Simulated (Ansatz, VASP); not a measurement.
# Two plane-wave programs on Sn

```
Sn
1.0
     4.79732    0.00000    0.00000
    -2.39866    4.15460    0.00000
     0.00000    0.00000    5.44272
Sn
3
Direct
  0.22540 0.00000 0.33333
  0.00000 0.22540 0.66667
  0.77460 0.77460 0.00000
```

Alike in both runs: task relaxation of cell and atoms; functional PBE; k mesh 6 × 6 × 4; occupations gaussian, width 0.1 eV; no spin polarisation.

|  | VASP | Ansatz |
| --- | --- | --- |
| version | VASP 6.6.1 | Ansatz 0.2.0 |
| potentials or method | VASP PAW PBE potentials, release 64 (Sn_d), cutoff 500 eV | scalar-relativistic, plane waves, PAW |
| valence electrons in the cell | 42 | 42 |

VASP gave:

| Property | Result |
| --- | --- |
| gap on the k mesh at the Fermi level, each at its own relaxed structure (eV) | none |
| relaxed volume (Å³/atom) | 29.41 |
| relaxed cell length with the largest relative difference (Å) | 5.389 |

Task: Which values does Ansatz return?

Result: gap on the k mesh at the Fermi level, each at its own relaxed structure (eV): none; relaxed volume (Å³/atom): 29.41; relaxed cell length with the largest relative difference (Å): 5.372.

A gap of «none» marks a metal or a gap that the smearing closes.

Noted on VASP's run: the volume moved by over 15 % at a fixed basis, so the end points are rough.
